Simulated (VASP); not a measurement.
# Sc (P6_3/mmc) in VASP: further runs

Runs on Sc. Level: PBEsol. Tasks: single point.

All numbers are computed with VASP 6.6.1; they aren't measurements. Logs are shortened: lines on timing, memory, paths and dates and some standing lists are left out, and cuts for length are marked.

### 1 The cell of the first run

It takes space group P6_3/mmc (No. 194, hexagonal). The conventional cell has a = 2.936 Å, b = 2.936 Å, c = 4.580 Å, α = 90.00°, β = 90.00°, γ = 120.00°. Sc (site symmetry -6m2) has 12 Sc at 2.85 to 2.94 Å within 3.8 Å.

### 2 Single point, PBEsol

INCAR reads:

```
SYSTEM = Sc
PREC = Accurate ; ENCUT = 520
EDIFF = 1E-6 ; ISMEAR = -1
SIGMA = 0.05 ; LREAL = .False.
LASPH = .True. ; NELM = 60
ALGO = Normal ; ISIF = 2
LWAVE = .False. ; LCHARG = .True.
GGA = PS ; LELF = .True.
LVHAR = .True. ; NBANDS = 18
```

KPOINTS reads:

```
regular mesh
0
Gamma
  9 9 5
  0 0 0
```

POSCAR reads:

```
Sc
1.0
    2.9364666454      0.0000000000      0.0000000000
   -1.4682333227      2.5430547123      0.0000000000
    0.0000000000      0.0000000000      4.5796535791
Sc
2
Direct
    0.6666666667      0.3333333333      0.7500000000
    0.3333333333      0.6666666667      0.2500000000
```

Potentials or basis: VASP PAW PBE potentials, release 64 (Sc_sv).

On the command line:

```sh
> cat potpaw_PBE.64/Sc_sv/POTCAR > POTCAR
> mpirun -np 1 vasp_std > vasp.out
```

OUTCAR:

```text
SYSTEM = Sc
   PREC = Accurate
   ENCUT = 520
   EDIFF = 1E-6
   ISMEAR = -1
   LREAL = .False.
   LASPH = .True.
   NELM = 60
   ISIF = 2
   GGA = PS

 ion  position               nearest neighbor table
   1  0.667  0.333  0.750-   2 2.85   2 2.85   2 2.85   2 2.85   2 2.85   2 2.85
   2  0.333  0.667  0.250-   1 2.85   1 2.85   1 2.85   1 2.85   1 2.85   1 2.85

  LATTYP: Found a hexagonal cell.
 ALAT       =     2.9364666454
 C/A-ratio  =     1.5595796350

  Lattice vectors:

 A1 = (   2.9364666454,   0.0000000000,   0.0000000000)
 A2 = (  -1.4682333227,   2.5430547123,   0.0000000000)
 A3 = (   0.0000000000,   0.0000000000,   4.5796535791)

Analysis of symmetry for initial positions (statically):
=====================================================================
 Subroutine PRICEL returns:
 Original cell was already a primitive cell.

 Routine SETGRP: Setting up the symmetry group for a
 hexagonal supercell.

 Subroutine GETGRP returns: Found 24 space group operations
 (whereof 12 operations were pure point group operations)
 out of a pool of 24 trial point group operations.

The static configuration has the point symmetry D_3d.
 The point group associated with its full space group is D_6h.

Analysis of symmetry for dynamics (positions and initial velocities):
=====================================================================
 Subroutine PRICEL returns:
 Original cell was already a primitive cell.

 Routine SETGRP: Setting up the symmetry group for a
 hexagonal supercell.

 Subroutine GETGRP returns: Found 24 space group operations
 (whereof 12 operations were pure point group operations)
 out of a pool of 24 trial point group operations.

The dynamic configuration has the point symmetry D_3d.
 The point group associated with its full space group is D_6h.

 Subroutine INISYM returns: Found 24 space group operations
 (whereof 12 operations are pure point group operations),
 and found     1 'primitive' translations

----------------------------------------------------------------------------------------

                                     Primitive cell

  volume of cell :      34.1990

  direct lattice vectors                    reciprocal lattice vectors
     2.936466645  0.000000000  0.000000000     0.340545329  0.196613937  0.000000000
    -1.468233323  2.543054712  0.000000000     0.000000000  0.393227875  0.000000000
     0.000000000  0.000000000  4.579653579     0.000000000  0.000000000  0.218357127

  length of vectors
     2.936466645  2.936466645  4.579653579     0.393227875  0.393227875  0.218357127

  position of ions in fractional coordinates (direct lattice)
     0.666666667  0.333333333  0.750000000
     0.333333333  0.666666667  0.250000000

  ion indices of the primitive-cell ions
   primitive index   ion index
                 1           1
                 2           2

----------------------------------------------------------------------------------------

 KPOINTS: regular mesh

Automatic generation of k-mesh.
 Grid dimensions read from file:
 generate k-points for:    9    9    5

 Generating k-lattice:

  Cartesian coordinates                     Fractional coordinates (reciprocal lattice)
     0.037838370  0.021845993  0.000000000     0.111111111  0.000000000  0.000000000
     0.000000000  0.043691986  0.000000000     0.000000000  0.111111111  0.000000000
     0.000000000  0.000000000  0.043671425     0.000000000  0.000000000  0.200000000

  Length of vectors
     0.043691986  0.043691986  0.043671425

  Shift w.r.t. Gamma in fractional coordinates (k-lattice)
     0.000000000  0.000000000  0.000000000

 Subroutine IBZKPT returns following result:
 ===========================================

 Found     36 irreducible k-points:

 Following reciprocal coordinates:
            Coordinates               Weight
  0.000000  0.000000  0.000000      1.000000
  0.111111  0.000000  0.000000      6.000000
  0.222222  0.000000  0.000000      6.000000
  0.333333  0.000000  0.000000      6.000000
  0.444444  0.000000  0.000000      6.000000
  0.111111  0.111111  0.000000      6.000000
[... 16 lines left out ...]
  0.333333  0.222222  0.200000     24.000000
  0.333333  0.333333  0.200000      4.000000
 [... further k-points ...]
   k-points           NKPTS =     36   k-points in BZ     NKDIM =     36   number of bands    NBANDS=     18
   number of dos      NEDOS =    301   number of ions     NIONS =      2
   total plane-waves  NPLWV =  20736
   dimension x,y,z NGX =    24 NGY =   24 NGZ =   36
   dimension x,y,z NGXF=    48 NGYF=   48 NGZF=   72
   ions per type =               2
   NGX,Y,Z   is equivalent  to a cutoff of  13.59, 13.59, 13.07 a.u.
   NGXF,Y,Z  is equivalent  to a cutoff of  27.17, 27.17, 26.14 a.u.
 SYSTEM =  Sc
   PREC   = accura    normal or accurate (medium, high low for compatibility)
   ISTART =      0    job   : 0-new  1-cont  2-samecut
   ICHARG =      2    charge: 1-file 2-atom 10-const
   ISPIN  =      1    spin polarized calculation?
   LNONCOLLINEAR =      F non collinear calculations
   LSORBIT =      F    spin-orbit coupling
   LASPH  =      T    aspherical Exc in radial PAW
   ENCUT  =  520.0 eV  38.22 Ry    6.18 a.u.   5.46  5.46  8.52*2*pi/ulx,y,z
   NELM   =     60;   NELMIN=  2; NELMDL= -5     # of ELM steps
   EDIFF  = 0.1E-05   stopping-criterion for ELM
   LREAL  =      F    real-space projection
   EDIFFG = 0.1E-04   stopping-criterion for IOM
   NSW    =      0    number of steps for IOM
   IBRION =     -1    ionic relax: 0-MD 1-quasi-New 2-CG
   NFREE  =      0    steps in history (QN), initial steepest desc. (CG)
   ISIF   =      2    stress and relaxation
   ISYM   =      2    0-nonsym 1-usesym 2-fastsym
   POTIM  = 0.5000    time-step for ionic-motion
   TEBEG  =    0.0;   TEEND  =   0.0 temperature during run
   PSTRESS=    0.0 pullay stress
   NELECT =      22.0000    total number of electrons
   NUPDOWN=      -1.0000    fix difference up-down
   EMIN   =  10.00;   EMAX   =-10.00  energy-range for DOS
   EFERMI =   0.00;   METHOD = LEGACY
   ISMEAR =    -1;   SIGMA  =   0.05  broadening in eV -4-tet -1-fermi 0-gaus
   EFERMI_NEDOS =   21; number of points for ismear=-14 and -15
   IALGO  =     38    algorithm
   IMIX   =      4    mixing-type and parameters
     AMIX     =   0.40;   BMIX     =  1.00
     AMIX_MAG =   1.60;   BMIX_MAG =  1.00
  volume/ion in A,a.u.               =      17.10       115.39
  Fermi-wavevector in a.u.,A,eV,Ry     =   1.413225  2.670608 27.173615  1.997204
  Thomas-Fermi vector in A             =   2.534892
   LORBIT       =      0    0 simple, 1 ext, 2 COOP (PROOUT), +10 PAW based schemes
   GGA     = PS    functional components
   LHFCALC =     F    Hartree Fock is set to
   AEXX    =    0.0000 exact exchange contribution
   IVDW    =     0    specifies the selected vdW correction
   LEPSILON=     F    determine dielectric tensor
   LRPA    =     F    only Hartree local field effects (RPA)
 non-spin polarized calculation
  energy-cutoff  :      520.00
  volume of cell :       34.20
 maximum number of plane-waves:       953
 NGX is ok and might be reduce to    24
   NGX = 11   NGY = 11   NGZ = 17

 number of electron      22.0000001 magnetization

 Free energy of the ion-electron system (eV)
  ---------------------------------------------------
  ext. energy  EPLUGINS =         0.00000000
  ---------------------------------------------------
  free energy    TOTEN  =       -12.21063837 eV

  energy without entropy =      -12.18572940  energy(sigma->0) =      -12.19818389

 E-fermi :   5.9976     XC(G=0): -11.6001

 val. band max:        5.9586933756   @ k =   0.4444   0.0000   0.2000
 cond. band min:       6.0126020244   @ k =   0.3333   0.1111   0.0000
 fundamental gap:      0.0539086488
 Fermi energy:         5.9975756718

 k-point     1 :       0.0000    0.0000    0.0000
  band No.  band energies     occupation
      1     -42.3960      2.00000
      2     -42.0813      2.00000
      3     -21.7998      2.00000
      4     -20.6733      2.00000
      5     -20.6733      2.00000
      6     -20.4780      2.00000
[... 10 lines left out ...]
     17       9.1484      0.00000
     18       9.1484      0.00000

 k-point     2 :       0.1111    0.0000    0.0000
  band No.  band energies     occupation
      1     -42.3704      2.00000
      2     -42.0723      2.00000
      3     -21.7484      2.00000
      4     -20.7783      2.00000
      5     -20.7084      2.00000
      6     -20.5865      2.00000
[... 10 lines left out ...]
     17       8.8873      0.00000
     18       8.9871      0.00000

 k-point     3 :       0.2222    0.0000    0.0000
  band No.  band energies     occupation
      1     -42.3025      2.00000
      2     -42.0517      2.00000
      3     -21.6063      2.00000
      4     -21.0461      2.00000
      5     -20.8463      2.00000
      6     -20.7914      2.00000
[... 10 lines left out ...]
     17       9.5363      0.00000
     18       9.7508      0.00000

 k-point     4 :       0.3333    0.0000    0.0000
  band No.  band energies     occupation
      1     -42.2170      2.00000
      2     -42.0356      2.00000
      3     -21.4101      2.00000
      4     -21.3509      2.00000
      5     -21.1201      2.00000
      6     -20.8797      2.00000
[... 375 lines left out ...]
      4     -21.3574      2.00000
      5     -21.0248      2.00000
      6     -20.9950      2.00000
[... 10 lines left out ...]
     17      11.0296      0.00000
     18      11.4183      0.00000

 k-point    23 :       0.3333    0.2222    0.2000
  band No.  band energies     occupation
      1     -42.1068      2.00000
      2     -42.0494      2.00000
      3     -21.5003      2.00000
      4     -21.3732      2.00000
      5     -21.1706      2.00000
      6     -20.9323      2.00000
[... 10 lines left out ...]
     17      11.0510      0.00000
     18      11.7482      0.00000

 k-point    24 :       0.3333    0.3333    0.2000
  band No.  band energies     occupation
      1     -42.0691      2.00000
      2     -42.0691      2.00000
      3     -21.3678      2.00000
      4     -21.3477      2.00000
      5     -21.3477      2.00000
      6     -20.9815      2.00000
[... 10 lines left out ...]
     17      11.2658      0.00000
     18      11.2658      0.00000

 [... further k-points ...]

------------------------ aborting loop because EDIFF is reached ----------------------------------------

  FORCE on cell =-STRESS in cart. coord.  units (eV):
  Direction    XX          YY          ZZ          XY          YZ          ZX
  --------------------------------------------------------------------------------------
  -------------------------------------------------------------------------------------
  Total        6.4340050      6.4340050      6.4556135      0.0000000      0.0000000     -0.0000000
  in kB      301.4245186    301.4245186    302.4368476      0.0000000      0.0000000     -0.0000000
  external PRESSURE =     301.7619616 kB  Pullay stress =       0.0000000 kB

 VOLUME and BASIS-vectors are now :
 -----------------------------------------------------------------------------
  energy-cutoff  :      520.00
  volume of cell :       34.20
      direct lattice vectors                 reciprocal lattice vectors
     2.936466645  0.000000000  0.000000000     0.340545329  0.196613937  0.000000000
    -1.468233323  2.543054712  0.000000000     0.000000000  0.393227875  0.000000000
     0.000000000  0.000000000  4.579653579     0.000000000  0.000000000  0.218357127

 POSITION                                       TOTAL-FORCE (eV/Angst)
 -----------------------------------------------------------------------------------
      1.46823      0.84768      3.43474         0.000000      0.000000      0.000000
     -0.00000      1.69537      1.14491        -0.000000     -0.000000      0.000000
 -----------------------------------------------------------------------------------
    total drift:                                0.000000     -0.000000      0.000000

  FREE ENERGIE OF THE ION-ELECTRON SYSTEM (eV)
  ---------------------------------------------------
  free  energy   TOTEN  =       -12.2106383735 eV

  energy  without entropy=      -12.1857293968  energy(sigma->0) =      -12.19818389
```

It took 11 s on 1 thread of Intel Xeon 6975P-C (Granite Rapids), shared host; peak memory 0.16 GiB.

Results:

```yaml
Free_energy: -12.2106 eV
Pressure: 30.2 GPa
Band_gap_on_the_k_mesh: zero (bands 11 and 12 overlap by 2.58 eV)
```

Stress tensor (GPa, compression positive):
```
30.14  0.00  0.00
 0.00 30.14  0.00
 0.00  0.00 30.24
```

Caveat: the cell stands under pressure; the PAW data sets were made with another functional, which shifts forces and pressure a little.

### 3 Single point, PBEsol

This run uses another cell than the first one, of 18.59 Å³/atom.

INCAR reads:

```
PREC     = Accurate       # precision mode
ENCUT    = 520            # plane-wave cutoff, eV
EDIFF    = 1E-7           # SCF threshold, eV
ISMEAR   = -1             # smearing method
SIGMA    = 0.05           # smearing width, eV
LREAL    = False          # projectors in reciprocal space
LASPH    = True           # aspherical terms in the spheres
NELM     = 60             # most SCF steps
ALGO     = Normal         # electronic algorithm
ISIF     = 2              # what is computed and relaxed
LWAVE    = False          # write WAVECAR
LCHARG   = False          # write CHGCAR
GGA      = PS             # functional
NBANDS   = 18             # bands
```

KPOINTS reads:

```
Automatic mesh
0
Gamma
  9 9 5
```

POSCAR reads:

```
Sc
1.0
    3.0254700804      0.0000000000      0.0000000000
   -1.5127350402      2.6201339480      0.0000000000
    0.0000000000      0.0000000000      4.6909876107
Sc
2
Direct
    0.6666666667      0.3333333333      0.7500000000
    0.3333333333      0.6666666667      0.2500000000
```

Potentials or basis: VASP PAW PBE potentials, release 64 (Sc_sv).

On the command line:

```sh
> cat potpaw_PBE.64/Sc_sv/POTCAR > POTCAR
> mpirun -np 1 vasp_std > vasp.out
```

It took 9.8 s on 1 thread of Intel Xeon 6975P-C (Granite Rapids), shared host; peak memory 0.16 GiB.

The run converged. Its results:

* Free energy: -12.6768 eV
* Pressure: 20.1 GPa
* Band gap on the k mesh: zero (bands 11 and 12 overlap by 2.25 eV)

Levels at points of the mesh, in eV from the Fermi level:
```csv
k point,band 8,band 9,band 10,band 11,band 12,band 13,band 14,band 15
"(0.00, 0.00, 0.00)",-26.71,-5.52,-2.08,1.60,1.90,1.90,2.32,2.57
```

Caveat: the cell stands under pressure; the PAW data sets were made with another functional, which shifts forces and pressure a little.

### 4 Single point, PBEsol

This run uses another cell than the first one, of 20.58 Å³/atom.

INCAR reads:

```
SYSTEM = Sc
PREC = Accurate
ENCUT = 520
EDIFF = 1E-7
ISMEAR = -1
SIGMA = 0.05
LREAL = .False.
LASPH = .True.
NELM = 100
ALGO = Normal
ISIF = 2
LWAVE = .False.
LCHARG = .False.
GGA = PS
NBANDS = 18
```

KPOINTS reads:

```
regular mesh
0
Gamma
  9 9 5
  0 0 0
```

POSCAR reads:

```
Sc
1.0
    3.1323556858      0.0000000000      0.0000000000
   -1.5661778429      2.7126995976      0.0000000000
    0.0000000000      0.0000000000      4.8448182437
Sc
2
Direct
    0.6666666667      0.3333333333      0.7500000000
    0.3333333333      0.6666666667      0.2500000000
```

On the command line:

```sh
> cat potpaw_PBE.64/Sc_sv/POTCAR > POTCAR
> mpirun -np 1 vasp_std > vasp.out
```

It took 12 s on 1 thread of Intel Xeon 6975P-C (Granite Rapids), shared host; peak memory 0.16 GiB.

Results (log left out):

* Free energy: -13.0472 eV
* Pressure: 10.1 GPa
* Band gap on the k mesh: zero (bands 11 and 12 overlap by 1.86 eV)

Levels at points of the mesh, in eV from the Fermi level:
| k point | band 7 | band 8 | band 9 | band 10 | band 11 | band 12 | band 13 | band 14 | band 15 | band 16 |
| --- | --- | --- | --- | --- | --- | --- | --- | --- | --- | --- |
| (0.00, 0.00, 0.00) | -27.12 | -27.08 | -5.42 | -1.90 | 1.20 | 1.79 | 1.79 | 2.18 | 2.38 | 2.38 |

Caveat: the cell stands under pressure; the PAW data sets were made with another functional, which shifts forces and pressure a little.

(Part 1 of 2 ends here.)

The gap in the log of VASP goes by the Fermi energy; the results here count the filled bands.